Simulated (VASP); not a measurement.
# WS (Pm-3m) in VASP: a series of runs

The runs below take WS through single point, with PBE.

Everything below comes from runs of VASP 6.6.1. Logs are shortened: lines on timing, memory, paths and dates and some standing lists are left out, and cuts for length are marked.

## (1) The cell of the first run

It takes space group Pm-3m (No. 221, cubic). Conventional cell: a = 3.445 Å, b = 3.445 Å, c = 3.445 Å, α = 90.00°, β = 90.00°, γ = 90.00°. W (site symmetry m-3m) has 8 S at 2.98 Å and 6 W at 3.44 Å within 3.9 Å. Within 3.9 Å of S (site symmetry m-3m) lie 8 W at 2.98 Å and 6 S at 3.44 Å.

## (2) Single point, PBE, non-collinear spin, zero start, spin-orbit coupling

Input file INCAR:

```
SYSTEM = WS
ALGO = Normal
EDIFF = 1E-6
ENCUT = 520
GGA = PE
GGA_COMPAT = .False.
ISIF = 2
ISMEAR = -1
LASPH = .True.
LCHARG = .False.
LMAXMIX = 4
LORBIT = 11
LORBMOM = .True.
LREAL = .False.
LSORBIT = .True.
LWAVE = .False.
MAGMOM = 0 0 0 0 0 0
NBANDS = 32
NELM = 150
PREC = Accurate
SIGMA = 0.05
```

Input file KPOINTS:

```
k-points
0
Gamma
  7 7 7
  0 0 0
```

Input file POSCAR:

```
WS
1.0
    3.4448484800      0.0000000000      0.0000000000
    0.0000000000      3.4448484800      0.0000000000
    0.0000000000      0.0000000000      3.4448484800
W S
1 1
Direct
    0.5000000000      0.5000000000      0.5000000000
    0.0000000000      0.0000000000      0.0000000000
```

Potentials or basis: VASP PAW PBE potentials, release 64 (W_sv, S).

Launch:

```sh
$ cat potpaw_PBE.64/W_sv/POTCAR potpaw_PBE.64/S/POTCAR > POTCAR
$ mpirun -np 1 vasp_ncl > vasp.out
```

OUTCAR:

```text
SYSTEM = WS
   EDIFF = 1E-6
   ENCUT = 520
   GGA = PE
   ISIF = 2
   ISMEAR = -1
   LASPH = .True.
   LORBIT = 11
   LREAL = .False.
   LSORBIT = .True.
   NELM = 150
   PREC = Accurate

 ion  position               nearest neighbor table
   1  0.500  0.500  0.500-   2 2.98   2 2.98   2 2.98   2 2.98   2 2.98   2 2.98   2 2.98   2 2.98

   2  0.000  0.000  0.000-   1 2.98   1 2.98   1 2.98   1 2.98   1 2.98   1 2.98   1 2.98   1 2.98

  LATTYP: Found a simple cubic cell.
 ALAT       =     3.4448484800

  Lattice vectors:

 A1 = (   3.4448484800,   0.0000000000,   0.0000000000)
 A2 = (   0.0000000000,   3.4448484800,   0.0000000000)
 A3 = (   0.0000000000,   0.0000000000,   3.4448484800)

Analysis of symmetry for initial positions (statically):
=====================================================================
 Subroutine PRICEL returns:
 Original cell was already a primitive cell.

 Routine SETGRP: Setting up the symmetry group for a
 simple cubic supercell.

 Subroutine GETGRP returns: Found 48 space group operations
 (whereof 48 operations were pure point group operations)
 out of a pool of 48 trial point group operations.

The static configuration has the point symmetry O_h .

Analysis of symmetry for dynamics (positions and initial velocities):
=====================================================================
 Subroutine PRICEL returns:
 Original cell was already a primitive cell.

 Routine SETGRP: Setting up the symmetry group for a
 simple cubic supercell.

 Subroutine GETGRP returns: Found 48 space group operations
 (whereof 48 operations were pure point group operations)
 out of a pool of 48 trial point group operations.

The dynamic configuration has the point symmetry O_h .

Analysis of structural, dynamic, and magnetic symmetry:
=====================================================================
 Subroutine PRICEL returns:
 Original cell was already a primitive cell.

 Routine SETGRP: Setting up the symmetry group for a
 simple cubic supercell.

 Subroutine GETGRP returns: Found 48 space group operations
 (whereof 48 operations were pure point group operations)
 out of a pool of 48 trial point group operations.

The overall configuration has the point symmetry O_h .

 Subroutine INISYM returns: Found 48 space group operations
 (whereof 48 operations are pure point group operations),
 and found     1 'primitive' translations

----------------------------------------------------------------------------------------

[... 868 lines left out ...]
 -----------------------------------------------------------------------------------
    total drift:                                0.000000      0.000000      0.000000

  FREE ENERGIE OF THE ION-ELECTRON SYSTEM (eV)
  ---------------------------------------------------
  free  energy   TOTEN  =       -15.2638926627 eV

  energy  without entropy=      -15.2359672174  energy(sigma->0) =      -15.24992994

 orbital moment (x)

 # of ion     p       d       tot
 ----------------------------------------
  1         0.000   0.000   0.000
  2         0.000   0.000   0.000
 ----------------------------------------
            0.000   0.000   0.000

 orbital moment (y)

 # of ion     p       d       tot
 ----------------------------------------
  1         0.000  -0.000  -0.000
  2         0.000   0.000   0.000
 ----------------------------------------
            0.000  -0.000  -0.000

 orbital moment (z)

 # of ion     p       d       tot
 ----------------------------------------
  1         0.000   0.000   0.000
  2         0.000   0.000   0.000
 ----------------------------------------
            0.000   0.000   0.000

 Spin-Orbit-Coupling matrix elements

 Ion:    1  E_soc:     -1.8626346
 l=   1
     0.0000000    -0.2293154    -0.2293154
    -0.2293154     0.0000000    -0.2293154
    -0.2293154    -0.2293154     0.0000000
 l=   2
     0.0000000    -0.0195597     0.0000000    -0.0195597    -0.0615640
    -0.0195597     0.0000000    -0.0461730    -0.0195597    -0.0153910
     0.0000000    -0.0461730     0.0000000    -0.0461730     0.0000000
    -0.0195597    -0.0195597    -0.0461730     0.0000000    -0.0153910
    -0.0615640    -0.0153910     0.0000000    -0.0153910     0.0000000
 l=   3
     0.0000000     0.0000000     0.0000000     0.0000000     0.0000000     0.0000000     0.0000000
     0.0000000     0.0000000     0.0000000     0.0000000     0.0000000     0.0000000     0.0000000
     0.0000000     0.0000000     0.0000000     0.0000000     0.0000000     0.0000000     0.0000000
     0.0000000     0.0000000     0.0000000     0.0000000     0.0000000     0.0000000     0.0000000
     0.0000000     0.0000000     0.0000000     0.0000000     0.0000000     0.0000000     0.0000000
     0.0000000     0.0000000     0.0000000     0.0000000     0.0000000     0.0000000     0.0000000
     0.0000000     0.0000000     0.0000000     0.0000000     0.0000000     0.0000000     0.0000000

 Ion:    2  E_soc:     -0.0020395
 l=   1
     0.0000000    -0.0003399    -0.0003399
    -0.0003399     0.0000000    -0.0003399
    -0.0003399    -0.0003399     0.0000000
 l=   2
     0.0000000     0.0000000     0.0000000     0.0000000     0.0000000
     0.0000000     0.0000000     0.0000000     0.0000000     0.0000000
     0.0000000     0.0000000     0.0000000     0.0000000     0.0000000
     0.0000000     0.0000000     0.0000000     0.0000000     0.0000000
     0.0000000     0.0000000     0.0000000     0.0000000     0.0000000
 l=   3
     0.0000000     0.0000000     0.0000000     0.0000000     0.0000000     0.0000000     0.0000000
     0.0000000     0.0000000     0.0000000     0.0000000     0.0000000     0.0000000     0.0000000
     0.0000000     0.0000000     0.0000000     0.0000000     0.0000000     0.0000000     0.0000000
     0.0000000     0.0000000     0.0000000     0.0000000     0.0000000     0.0000000     0.0000000
     0.0000000     0.0000000     0.0000000     0.0000000     0.0000000     0.0000000     0.0000000
     0.0000000     0.0000000     0.0000000     0.0000000     0.0000000     0.0000000     0.0000000
     0.0000000     0.0000000     0.0000000     0.0000000     0.0000000     0.0000000     0.0000000

 total charge

# of ion       s       p       d       tot
------------------------------------------
    1        2.255   6.079   3.172  11.506
    2        1.368   2.137   0.000   3.505
--------------------------------------------------
tot          3.624   8.216   3.172  15.011

 magnetization (x)

# of ion       s       p       d       tot
------------------------------------------
    1       -0.000   0.000  -0.000  -0.000
    2       -0.000   0.000   0.000  -0.000
--------------------------------------------------
tot         -0.000   0.000  -0.000  -0.000

 magnetization (y)

# of ion       s       p       d       tot
------------------------------------------
    1       -0.000  -0.000   0.000   0.000
    2        0.000   0.000   0.000   0.000
--------------------------------------------------
tot         -0.000   0.000   0.000   0.000

 magnetization (z)

# of ion       s       p       d       tot
------------------------------------------
    1       -0.000  -0.000  -0.000  -0.000
    2       -0.000   0.000   0.000  -0.000
--------------------------------------------------
tot         -0.000  -0.000  -0.000  -0.000
```

stdout:

```text
POSCAR found type information on POSCAR W S
 POSCAR found :  2 types and       2 ions
 scaLAPACK will be used
 LDA part: xc-table for (Slater+PW92), standard interpolation
 POSCAR, INCAR and KPOINTS ok, starting setup
 FFT: planning ... GRIDC
 FFT: planning ... GRID_SOFT
 FFT: planning ... GRID
 WAVECAR not read
 entering main loop
```

Run time: 28 s. Hardware: 1 thread of Intel Xeon Platinum 8488C (Sapphire Rapids), shared host; peak memory 0.26 GiB.

Results:

| Quantity | Value |
| --- | --- |
| Free energy | -15.2639 eV |
| Pressure | -33.8 GPa |
| Net moment | 0.00 μB per cell |
| Valence electrons inside the program's atomic spheres | W 11.51; S 3.50 |

Moments on the atoms (μB; x, y, z):
```
W   0.00 0.00 0.00
S   0.00 0.00 0.00
```

Caveat: the cell stands under tension.

## (3) Single point, PBE, non-collinear spin, zero start, spin-orbit coupling

Input file INCAR:

```
ALGO = Normal ; EDIFF = 1E-6
ENCUT = 520 ; GGA = PE
GGA_COMPAT = F ; ISIF = 2
ISMEAR = -1 ; LASPH = T
LCHARG = T ; LMAXMIX = 4
LORBIT = 11 ; LORBMOM = T
LREAL = F ; LSORBIT = T
LVHAR = T ; LWAVE = F
MAGMOM = 0 0 0 0 0 0 ; NBANDS = 32
NELM = 150 ; PREC = Accurate
SIGMA = 0.025
```

Input file KPOINTS:

```
k-points
0
Gamma
  7 7 7
```

POSCAR is that of step 2.

Potentials or basis: VASP PAW PBE potentials, release 64 (W_sv, S).

Launch:

```sh
$ cat potpaw_PBE.64/W_sv/POTCAR potpaw_PBE.64/S/POTCAR > POTCAR
$ mpirun -np 1 vasp_ncl > vasp.out
```

It took 30 s on 1 thread of Intel Xeon Platinum 8488C (Sapphire Rapids), shared host; peak memory 0.26 GiB.

It converged, with:

```
Free energy                                           : -15.2520 eV
Pressure                                              : -33.8 GPa
Net moment                                            : 0.00 μB per cell
Valence electrons inside the program's atomic spheres : W 11.51; S 3.50
```

Moments on the atoms (μB; x, y, z):
```
W   0.00 0.00 0.00
S   0.00 0.00 0.00
```

Caveat: the cell stands under tension.

## (4) Single point, PBE, non-collinear spin, zero start, spin-orbit coupling

Input file INCAR:

```
SYSTEM = WS
PREC = Accurate ; ENCUT = 520
EDIFF = 1E-7 ; ISMEAR = -1
SIGMA = 0.01 ; LREAL = .False.
LASPH = .True. ; NELM = 150
ALGO = Normal ; ISIF = 2
LWAVE = .False. ; LCHARG = .False.
MAGMOM = 0 0 0 0 0 0 ; LORBIT = 11
LSORBIT = .True. ; GGA_COMPAT = .False.
LORBMOM = .True. ; LMAXMIX = 4
GGA = PE ; NBANDS = 32
```

Input file KPOINTS:

```
regular mesh
0
Gamma
  7 7 7
  0 0 0
```

POSCAR is that of step 3.

Launch:

```sh
$ cat potpaw_PBE.64/W_sv/POTCAR potpaw_PBE.64/S/POTCAR > POTCAR
$ mpirun -np 1 vasp_ncl > vasp.out
```

Wall time 30 s (1 thread of Intel Xeon Platinum 8488C (Sapphire Rapids), shared host); peak memory 0.25 GiB.

The run converged. Its results:

* Free energy: -15.2473 eV
* Pressure: -33.8 GPa
* Net moment: 0.00 μB per cell
* Valence electrons inside the program's atomic spheres: W 11.51; S 3.50

Moments on the atoms (μB; x, y, z):
```
W   0.00 0.00 0.00
S   0.00 0.00 0.00
```

Caveat: the cell stands under tension.

## (5) Overview

```tsv
smearing	pressure (GPa)	moment (μB)
fermi-dirac 0.05 eV	-33.8	0.00
fermi-dirac 0.025 eV	-33.8	0.00
fermi-dirac 0.01 eV	-33.8	0.00
```

Alike in all rows: task single point; level PBE; potentials or basis VASP PAW PBE potentials, release 64 (W_sv, S); spin non-collinear, zero start, SOC; cell as given; k mesh 7 × 7 × 7; cutoff (eV) 520.

Caveats: the cell stands under tension.

Total energies depend on the potentials used, so only differences within one code and one set of settings carry meaning.
